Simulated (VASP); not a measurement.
# SiNi (rocksalt type) (Fm-3m) in VASP: notebook, part 2 of 2

VASP 6.6.1.

### 3 Single point, PBE

INCAR reads:

```
ALGO = Normal ; EDIFF = 1E-6
ENCUT = 520 ; GGA = PE
ISIF = 2 ; ISMEAR = -1
LASPH = True ; LCHARG = False
LREAL = False ; LWAVE = False
NBANDS = 14 ; NELM = 100
PREC = Accurate ; SIGMA = 0.1
```

KPOINTS reads:

```
k-points
0
Gamma
  15 15 15
```

POSCAR reads:

```
SiNi
1.0
    0.0000000000      2.2535574468      2.2535574468
    2.2535574468      0.0000000000      2.2535574468
    2.2535574468      2.2535574468      0.0000000000
Ni Si
1 1
Direct
    0.0000000000      0.0000000000      0.0000000000
    0.5000000000      0.5000000000      0.5000000000
```

Potentials or basis: VASP PAW PBE potentials, release 64 (Ni, Si).

The run is started by

```sh
> cat potpaw_PBE.64/Ni/POTCAR potpaw_PBE.64/Si/POTCAR > POTCAR
> mpirun -np 1 vasp_std > vasp.out
```

OUTCAR:

```text
EDIFF = 1E-6
   ENCUT = 520
   GGA = PE
   ISIF = 2
   ISMEAR = -1
   LASPH = True
   LREAL = False
   NELM = 100
   PREC = Accurate

 ion  position               nearest neighbor table
   1  0.000  0.000  0.000-   2 2.25   2 2.25   2 2.25   2 2.25   2 2.25   2 2.25
   2  0.500  0.500  0.500-   1 2.25   1 2.25   1 2.25   1 2.25   1 2.25   1 2.25

  LATTYP: Found a face centered cubic cell.
 ALAT       =     4.5071148936

  Lattice vectors:

 A1 = (   0.0000000000,   2.2535574468,   2.2535574468)
 A2 = (   2.2535574468,   0.0000000000,   2.2535574468)
 A3 = (   2.2535574468,   2.2535574468,   0.0000000000)

Analysis of symmetry for initial positions (statically):
=====================================================================
 Subroutine PRICEL returns:
 Original cell was already a primitive cell.

 Routine SETGRP: Setting up the symmetry group for a
 face centered cubic supercell.

 Subroutine GETGRP returns: Found 48 space group operations
 (whereof 48 operations were pure point group operations)
 out of a pool of 48 trial point group operations.

The static configuration has the point symmetry O_h .

Analysis of symmetry for dynamics (positions and initial velocities):
=====================================================================
 Subroutine PRICEL returns:
 Original cell was already a primitive cell.

 Routine SETGRP: Setting up the symmetry group for a
 face centered cubic supercell.

 Subroutine GETGRP returns: Found 48 space group operations
 (whereof 48 operations were pure point group operations)
 out of a pool of 48 trial point group operations.

The dynamic configuration has the point symmetry O_h .

 Subroutine INISYM returns: Found 48 space group operations
 (whereof 48 operations are pure point group operations),
 and found     1 'primitive' translations

----------------------------------------------------------------------------------------

                                     Primitive cell

  volume of cell :      22.8895

  direct lattice vectors                    reciprocal lattice vectors
     0.000000000  2.253557447  2.253557447    -0.221871424  0.221871424  0.221871424
     2.253557447  0.000000000  2.253557447     0.221871424 -0.221871424  0.221871424
     2.253557447  2.253557447  0.000000000     0.221871424  0.221871424 -0.221871424

  length of vectors
     3.187011505  3.187011505  3.187011505     0.384292579  0.384292579  0.384292579

  position of ions in fractional coordinates (direct lattice)
     0.000000000  0.000000000  0.000000000
     0.500000000  0.500000000  0.500000000

  ion indices of the primitive-cell ions
   primitive index   ion index
                 1           1
                 2           2

----------------------------------------------------------------------------------------

 KPOINTS: k-points

Automatic generation of k-mesh.
 Grid dimensions read from file:
 generate k-points for:   15   15   15

 Generating k-lattice:

  Cartesian coordinates                     Fractional coordinates (reciprocal lattice)
    -0.014791428  0.014791428  0.014791428     0.066666667  0.000000000  0.000000000
     0.014791428 -0.014791428  0.014791428     0.000000000  0.066666667  0.000000000
[... 39 lines left out ...]
 [... further k-points ...]
   k-points           NKPTS =    120   k-points in BZ     NKDIM =    120   number of bands    NBANDS=     14
   number of dos      NEDOS =    301   number of ions     NIONS =      2
   total plane-waves  NPLWV =  13824
   dimension x,y,z NGX =    24 NGY =   24 NGZ =   24
   dimension x,y,z NGXF=    48 NGYF=   48 NGZF=   48
   ions per type =               1   1
   NGX,Y,Z   is equivalent  to a cutoff of  12.52, 12.52, 12.52 a.u.
   NGXF,Y,Z  is equivalent  to a cutoff of  25.04, 25.04, 25.04 a.u.
 SYSTEM =  unknown system
   PREC   = accura    normal or accurate (medium, high low for compatibility)
   ISTART =      0    job   : 0-new  1-cont  2-samecut
   ICHARG =      2    charge: 1-file 2-atom 10-const
   ISPIN  =      1    spin polarized calculation?
   LNONCOLLINEAR =      F non collinear calculations
   LSORBIT =      F    spin-orbit coupling
   LASPH  =      T    aspherical Exc in radial PAW
   ENCUT  =  520.0 eV  38.22 Ry    6.18 a.u.   5.93  5.93  5.93*2*pi/ulx,y,z
   NELM   =    100;   NELMIN=  2; NELMDL= -5     # of ELM steps
   EDIFF  = 0.1E-05   stopping-criterion for ELM
   LREAL  =      F    real-space projection
   EDIFFG = 0.1E-04   stopping-criterion for IOM
   NSW    =      0    number of steps for IOM
   IBRION =     -1    ionic relax: 0-MD 1-quasi-New 2-CG
   NFREE  =      0    steps in history (QN), initial steepest desc. (CG)
   ISIF   =      2    stress and relaxation
   ISYM   =      2    0-nonsym 1-usesym 2-fastsym
   POTIM  = 0.5000    time-step for ionic-motion
   TEBEG  =    0.0;   TEEND  =   0.0 temperature during run
   PSTRESS=    0.0 pullay stress
   NELECT =      14.0000    total number of electrons
   NUPDOWN=      -1.0000    fix difference up-down
   EMIN   =  10.00;   EMAX   =-10.00  energy-range for DOS
   EFERMI =   0.00;   METHOD = LEGACY
   ISMEAR =    -1;   SIGMA  =   0.10  broadening in eV -4-tet -1-fermi 0-gaus
   EFERMI_NEDOS =   21; number of points for ismear=-14 and -15
   IALGO  =     38    algorithm
   IMIX   =      4    mixing-type and parameters
     AMIX     =   0.40;   BMIX     =  1.00
     AMIX_MAG =   1.60;   BMIX_MAG =  1.00
  volume/ion in A,a.u.               =      11.44        77.23
  Fermi-wavevector in a.u.,A,eV,Ry     =   1.389650  2.626058 26.274593  1.931128
  Thomas-Fermi vector in A             =   2.513661
   LORBIT       =      0    0 simple, 1 ext, 2 COOP (PROOUT), +10 PAW based schemes
   GGA     = PE    functional components
   LHFCALC =     F    Hartree Fock is set to
   AEXX    =    0.0000 exact exchange contribution
   IVDW    =     0    specifies the selected vdW correction
   LEPSILON=     F    determine dielectric tensor
   LRPA    =     F    only Hartree local field effects (RPA)
 non-spin polarized calculation
  energy-cutoff  :      520.00
  volume of cell :       22.89
 maximum number of plane-waves:       629
   NGX = 11   NGY = 11   NGZ = 11

 number of electron      14.0000001 magnetization

 Free energy of the ion-electron system (eV)
  ---------------------------------------------------
  ext. energy  EPLUGINS =         0.00000000
  ---------------------------------------------------
  free energy    TOTEN  =       -10.58098683 eV

  energy without entropy =      -10.54751007  energy(sigma->0) =      -10.56424845

 E-fermi :  11.1897     XC(G=0): -12.4846

 val. band max:       11.1778379695   @ k =  -0.2667   0.0667   0.0000
 cond. band min:      11.1915635166   @ k =  -0.4667   0.3333   0.0000
 fundamental gap:      0.0137255471
 Fermi energy:        11.1897306787

 k-point     1 :       0.0000    0.0000    0.0000
  band No.  band energies     occupation
      1      -2.0863      2.00000
      2       8.0564      2.00000
      3       8.0564      2.00000
      4       8.0564      2.00000
      5       8.1210      2.00000
      6       8.1210      2.00000
      7      15.8734      0.00000
      8      15.8734      0.00000
      9      15.8734      0.00000
     10      21.8034      0.00000
     11      21.8034      0.00000
     12      21.8034      0.00000
     13      23.3202      0.00000
     14      26.5419      0.00000
[... 377 lines left out ...]
      1      -1.2198      2.00000
      2       7.5035      2.00000
      3       7.7121      2.00000
      4       8.0417      2.00000
      5       8.2106      2.00000
      6       8.3359      2.00000
      7      13.8845      0.00000
      8      14.6295      0.00000
      9      16.0240      0.00000
     10      19.6413      0.00000
     11      20.1163      0.00000
     12      22.9765      0.00000
     13      23.0978      0.00000
     14      26.5999      0.00000

 [... further k-points ...]

------------------------ aborting loop because EDIFF is reached ----------------------------------------

  FORCE on cell =-STRESS in cart. coord.  units (eV):
  Direction    XX          YY          ZZ          XY          YZ          ZX
  --------------------------------------------------------------------------------------
  -------------------------------------------------------------------------------------
  Total        4.2731972      4.2731972      4.2731972     -0.0000000      0.0000000     -0.0000000
  in kB      299.1077171    299.1077171    299.1077171     -0.0000000      0.0000000     -0.0000000
  external PRESSURE =     299.1077171 kB  Pullay stress =       0.0000000 kB

 VOLUME and BASIS-vectors are now :
 -----------------------------------------------------------------------------
  energy-cutoff  :      520.00
  volume of cell :       22.89
      direct lattice vectors                 reciprocal lattice vectors
     0.000000000  2.253557447  2.253557447    -0.221871424  0.221871424  0.221871424
     2.253557447  0.000000000  2.253557447     0.221871424 -0.221871424  0.221871424
     2.253557447  2.253557447  0.000000000     0.221871424  0.221871424 -0.221871424

 POSITION                                       TOTAL-FORCE (eV/Angst)
 -----------------------------------------------------------------------------------
      0.00000      0.00000      0.00000         0.000000      0.000000      0.000000
      2.25356      2.25356      2.25356         0.000000      0.000000      0.000000
 -----------------------------------------------------------------------------------
    total drift:                                0.000000     -0.000000     -0.000000

  FREE ENERGIE OF THE ION-ELECTRON SYSTEM (eV)
  ---------------------------------------------------
  free  energy   TOTEN  =       -10.5809868320 eV

  energy  without entropy=      -10.5475100693  energy(sigma->0) =      -10.56424845
```

Wall time 54 s (1 thread of Intel Xeon 8259CL, shared host); peak memory 0.16 GiB.

Results:

* Free energy: -10.5810 eV
* Pressure: 29.9 GPa
* Band gap on the k mesh: zero (bands 7 and 8 overlap by 5.67 eV)

Caveat: the cell stands under pressure. Spin polarisation is off, so any magnetic state and its effect on volume and gap are missing.

### 4 Single point, PBE

INCAR reads:

```
SYSTEM = SiNi
ALGO     = Normal         ! electronic algorithm
EDIFF    = 1E-6           ! SCF threshold, eV
ENCUT    = 520            ! plane-wave cutoff, eV
GGA      = PE             ! functional
ISIF     = 2              ! what is computed and relaxed
ISMEAR   = -1             ! smearing method
LASPH    = .TRUE.         ! aspherical terms in the spheres
LCHARG   = .FALSE.        ! write CHGCAR
LREAL    = .FALSE.        ! projectors in reciprocal space
LWAVE    = .FALSE.        ! write WAVECAR
NBANDS   = 14             ! bands
NELM     = 100            ! most SCF steps
PREC     = Accurate       ! precision mode
SIGMA    = 0.1            ! smearing width, eV
```

KPOINTS reads:

```
k-points
0
G
  15 15 15
  0 0 0
```

POSCAR reads:

```
SiNi
1.0
    0.0000000000      2.2534684540      2.2534684540
    2.2534684540      0.0000000000      2.2534684540
    2.2534684540      2.2534684540      0.0000000000
Ni Si
1 1
Direct
    0.0000000000      0.0000000000      0.0000000000
    0.5000000000      0.5000000000      0.5000000000
```

Potentials or basis: VASP PAW PBE potentials, release 64 (Ni, Si).

The run is started by

```sh
> cat potpaw_PBE.64/Ni/POTCAR potpaw_PBE.64/Si/POTCAR > POTCAR
> mpirun -np 1 vasp_std > vasp.out
```

OUTCAR:

```text
SYSTEM = SiNi
   EDIFF = 1E-6
   ENCUT = 520
   GGA = PE
   ISIF = 2
   ISMEAR = -1
   LASPH = .TRUE.
   LREAL = .FALSE.
   NELM = 100
   PREC = Accurate

 ion  position               nearest neighbor table
   1  0.000  0.000  0.000-   2 2.25   2 2.25   2 2.25   2 2.25   2 2.25   2 2.25
   2  0.500  0.500  0.500-   1 2.25   1 2.25   1 2.25   1 2.25   1 2.25   1 2.25

  LATTYP: Found a face centered cubic cell.
 ALAT       =     4.5069369080

  Lattice vectors:

 A1 = (   0.0000000000,   2.2534684540,   2.2534684540)
 A2 = (   2.2534684540,   0.0000000000,   2.2534684540)
 A3 = (   2.2534684540,   2.2534684540,   0.0000000000)

Analysis of symmetry for initial positions (statically):
=====================================================================
 Subroutine PRICEL returns:
 Original cell was already a primitive cell.

 Routine SETGRP: Setting up the symmetry group for a
 face centered cubic supercell.

 Subroutine GETGRP returns: Found 48 space group operations
 (whereof 48 operations were pure point group operations)
 out of a pool of 48 trial point group operations.

The static configuration has the point symmetry O_h .

Analysis of symmetry for dynamics (positions and initial velocities):
=====================================================================
 Subroutine PRICEL returns:
 Original cell was already a primitive cell.

 Routine SETGRP: Setting up the symmetry group for a
 face centered cubic supercell.

 Subroutine GETGRP returns: Found 48 space group operations
 (whereof 48 operations were pure point group operations)
 out of a pool of 48 trial point group operations.

The dynamic configuration has the point symmetry O_h .

 Subroutine INISYM returns: Found 48 space group operations
 (whereof 48 operations are pure point group operations),
 and found     1 'primitive' translations

----------------------------------------------------------------------------------------

                                     Primitive cell

  volume of cell :      22.8868

  direct lattice vectors                    reciprocal lattice vectors
     0.000000000  2.253468454  2.253468454    -0.221880186  0.221880186  0.221880186
     2.253468454  0.000000000  2.253468454     0.221880186 -0.221880186  0.221880186
     2.253468454  2.253468454  0.000000000     0.221880186  0.221880186 -0.221880186

  length of vectors
     3.186885650  3.186885650  3.186885650     0.384307756  0.384307756  0.384307756

  position of ions in fractional coordinates (direct lattice)
     0.000000000  0.000000000  0.000000000
     0.500000000  0.500000000  0.500000000

  ion indices of the primitive-cell ions
   primitive index   ion index
                 1           1
                 2           2

----------------------------------------------------------------------------------------

 KPOINTS: k-points

Automatic generation of k-mesh.
 Grid dimensions read from file:
 generate k-points for:   15   15   15

 Generating k-lattice:

  Cartesian coordinates                     Fractional coordinates (reciprocal lattice)
[... 39 lines left out ...]
  0.133333  0.133333  0.000000      6.000000
  0.200000  0.133333  0.000000     24.000000
 [... further k-points ...]
   k-points           NKPTS =    120   k-points in BZ     NKDIM =    120   number of bands    NBANDS=     14
   number of dos      NEDOS =    301   number of ions     NIONS =      2
   total plane-waves  NPLWV =  13824
   dimension x,y,z NGX =    24 NGY =   24 NGZ =   24
   dimension x,y,z NGXF=    48 NGYF=   48 NGZF=   48
   ions per type =               1   1
   NGX,Y,Z   is equivalent  to a cutoff of  12.52, 12.52, 12.52 a.u.
   NGXF,Y,Z  is equivalent  to a cutoff of  25.04, 25.04, 25.04 a.u.
 SYSTEM =  SiNi
   PREC   = accura    normal or accurate (medium, high low for compatibility)
   ISTART =      0    job   : 0-new  1-cont  2-samecut
   ICHARG =      2    charge: 1-file 2-atom 10-const
   ISPIN  =      1    spin polarized calculation?
   LNONCOLLINEAR =      F non collinear calculations
   LSORBIT =      F    spin-orbit coupling
   LASPH  =      T    aspherical Exc in radial PAW
   ENCUT  =  520.0 eV  38.22 Ry    6.18 a.u.   5.93  5.93  5.93*2*pi/ulx,y,z
   NELM   =    100;   NELMIN=  2; NELMDL= -5     # of ELM steps
   EDIFF  = 0.1E-05   stopping-criterion for ELM
   LREAL  =      F    real-space projection
   EDIFFG = 0.1E-04   stopping-criterion for IOM
   NSW    =      0    number of steps for IOM
   IBRION =     -1    ionic relax: 0-MD 1-quasi-New 2-CG
   NFREE  =      0    steps in history (QN), initial steepest desc. (CG)
   ISIF   =      2    stress and relaxation
   ISYM   =      2    0-nonsym 1-usesym 2-fastsym
   POTIM  = 0.5000    time-step for ionic-motion
   TEBEG  =    0.0;   TEEND  =   0.0 temperature during run
   PSTRESS=    0.0 pullay stress
   NELECT =      14.0000    total number of electrons
   NUPDOWN=      -1.0000    fix difference up-down
   EMIN   =  10.00;   EMAX   =-10.00  energy-range for DOS
   EFERMI =   0.00;   METHOD = LEGACY
   ISMEAR =    -1;   SIGMA  =   0.10  broadening in eV -4-tet -1-fermi 0-gaus
   EFERMI_NEDOS =   21; number of points for ismear=-14 and -15
   IALGO  =     38    algorithm
   IMIX   =      4    mixing-type and parameters
     AMIX     =   0.40;   BMIX     =  1.00
     AMIX_MAG =   1.60;   BMIX_MAG =  1.00
  volume/ion in A,a.u.               =      11.44        77.22
  Fermi-wavevector in a.u.,A,eV,Ry     =   1.389705  2.626162 26.276669  1.931281
  Thomas-Fermi vector in A             =   2.513710
   LORBIT       =      0    0 simple, 1 ext, 2 COOP (PROOUT), +10 PAW based schemes
   GGA     = PE    functional components
   LHFCALC =     F    Hartree Fock is set to
   AEXX    =    0.0000 exact exchange contribution
   IVDW    =     0    specifies the selected vdW correction
   LEPSILON=     F    determine dielectric tensor
   LRPA    =     F    only Hartree local field effects (RPA)
 non-spin polarized calculation
  energy-cutoff  :      520.00
  volume of cell :       22.89
 maximum number of plane-waves:       629
   NGX = 11   NGY = 11   NGZ = 11

 number of electron      14.0000001 magnetization

 Free energy of the ion-electron system (eV)
  ---------------------------------------------------
  ext. energy  EPLUGINS =         0.00000000
  ---------------------------------------------------
  free energy    TOTEN  =       -10.58048014 eV

  energy without entropy =      -10.54700710  energy(sigma->0) =      -10.56374362

 E-fermi :  11.1916     XC(G=0): -12.4852

 val. band max:       11.1797795179   @ k =  -0.2667   0.0667   0.0000
 cond. band min:      11.1934253786   @ k =  -0.4667   0.3333   0.0000
 fundamental gap:      0.0136458607
 Fermi energy:        11.1915832777

 k-point     1 :       0.0000    0.0000    0.0000
  band No.  band energies     occupation
      1      -2.0855      2.00000
      2       8.0577      2.00000
      3       8.0577      2.00000
      4       8.0577      2.00000
      5       8.1223      2.00000
      6       8.1223      2.00000
      7      15.8758      0.00000
      8      15.8758      0.00000
      9      15.8758      0.00000
     10      21.8057      0.00000
     11      21.8057      0.00000
     12      21.8057      0.00000
     13      23.3221      0.00000
     14      26.5462      0.00000
[... 377 lines left out ...]
      1      -1.2190      2.00000
      2       7.5048      2.00000
      3       7.7133      2.00000
      4       8.0430      2.00000
      5       8.2119      2.00000
      6       8.3372      2.00000
      7      13.8867      0.00000
      8      14.6318      0.00000
      9      16.0266      0.00000
     10      19.6434      0.00000
     11      20.1187      0.00000
     12      22.9789      0.00000
     13      23.1003      0.00000
     14      26.6027      0.00000

 [... further k-points ...]

------------------------ aborting loop because EDIFF is reached ----------------------------------------

  FORCE on cell =-STRESS in cart. coord.  units (eV):
  Direction    XX          YY          ZZ          XY          YZ          ZX
  --------------------------------------------------------------------------------------
  -------------------------------------------------------------------------------------
  Total        4.2771852      4.2771852      4.2771852     -0.0000000     -0.0000000      0.0000000
  in kB      299.4223363    299.4223363    299.4223363     -0.0000000     -0.0000000      0.0000000
  external PRESSURE =     299.4223363 kB  Pullay stress =       0.0000000 kB

 VOLUME and BASIS-vectors are now :
 -----------------------------------------------------------------------------
  energy-cutoff  :      520.00
  volume of cell :       22.89
      direct lattice vectors                 reciprocal lattice vectors
     0.000000000  2.253468454  2.253468454    -0.221880186  0.221880186  0.221880186
     2.253468454  0.000000000  2.253468454     0.221880186 -0.221880186  0.221880186
     2.253468454  2.253468454  0.000000000     0.221880186  0.221880186 -0.221880186

 POSITION                                       TOTAL-FORCE (eV/Angst)
 -----------------------------------------------------------------------------------
      0.00000      0.00000      0.00000        -0.000000      0.000000      0.000000
      2.25347      2.25347      2.25347         0.000000     -0.000000     -0.000000
 -----------------------------------------------------------------------------------
    total drift:                                0.000000     -0.000000     -0.000000

  FREE ENERGIE OF THE ION-ELECTRON SYSTEM (eV)
  ---------------------------------------------------
  free  energy   TOTEN  =       -10.5804801407 eV

  energy  without entropy=      -10.5470070999  energy(sigma->0) =      -10.56374362
```

Wall time 51 s (1 thread of Intel Xeon 8259CL, shared host); peak memory 0.17 GiB.

What came out:

| Item | Value |
| --- | --- |
| Free energy | -10.5805 eV |
| Pressure | 29.9 GPa |
| Band gap on the k mesh | zero (bands 7 and 8 overlap by 5.67 eV) |

Caveat: the cell stands under pressure.
